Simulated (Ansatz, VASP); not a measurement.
Pt in VASP and in Ansatz

INCAR

```
PREC     = Accurate       # precision mode
ENCUT    = 520            # plane-wave cutoff, eV
EDIFF    = 1E-6           # SCF threshold, eV
ISMEAR   = -1             # smearing method
SIGMA    = 0.08           # smearing width, eV
LREAL    = False          # projectors in reciprocal space
LASPH    = True           # aspherical terms in the spheres
NELM     = 100            # most SCF steps
ALGO     = Normal         # electronic algorithm
ISIF     = 2              # what is computed and relaxed
LWAVE    = False          # write WAVECAR
LCHARG   = True           # write CHGCAR
GGA      = PE             # functional
LELF     = True           # ELF
LVHAR    = True         
NBANDS   = 11             # bands
```

The input KPOINTS:

```
Automatic mesh
0
Gamma
  16 16 15
```

Contents of POSCAR:

```
Pt
1.0
    2.5513271596      0.0000000000      0.0000000000
   -1.2756635798      2.2095141336      0.0000000000
    0.0000000000      0.0000000000      2.5088673025
Pt
1
Direct
    0.0000000000      0.0000000000      0.0000000000
```

Input for Ansatz:

```yaml
crystal:
  lattice:
    - [2.5513271596, 0.0, 0.0]
    - [-1.2756635798, 2.2095141336, 0.0]
    - [0.0, 0.0, 2.5088673025]
  atoms:
    - { symbol: Pt, position: [0.0, 0.0, 0.0] }
kpoints:
  mp_grid: { grid: [16, 16, 15] }
scf:
  occupations: { method: fermi_dirac, width: 0.08 }
hamiltonian:
  xc: pbe
  pseudopotentials: { kind: paw }
output:
  forces: true
  stress: true
  eigenvalues: true
  populations: true
```

Change from the starting cell: volume scaled by 0.84, PAW files.

Alike in both runs: task single point; functional PBE; k mesh 16 × 16 × 15; occupations fermi-dirac, width 0.08 eV; no spin polarisation.

|  | VASP | Ansatz |
| --- | --- | --- |
| version | VASP 6.6.1 | Ansatz 0.2.0 |
| potentials or method | VASP PAW PBE potentials, release 64 (Pt) | PAW with Ansatz's default frozen-core files, scalar-relativistic |
| plane-wave cutoff (eV) | 520 | 420 |
| valence electrons in the cell | 10 | 18 |

```tsv
	VASP	Ansatz	Ansatz less VASP
pressure (GPa)	59.1	59.9	+0.83
traceless stress, the component that is largest in VASP (GPa)	-0.12	0.01	+0.132
```

Both programs put the cell under a high pressure, so it lies far from rest at this level. VASP's potentials hold 10 valence electrons a cell and Ansatz's 18, so a difference there can come from the potentials and not from the codes.

Spin-orbit coupling is off throughout.
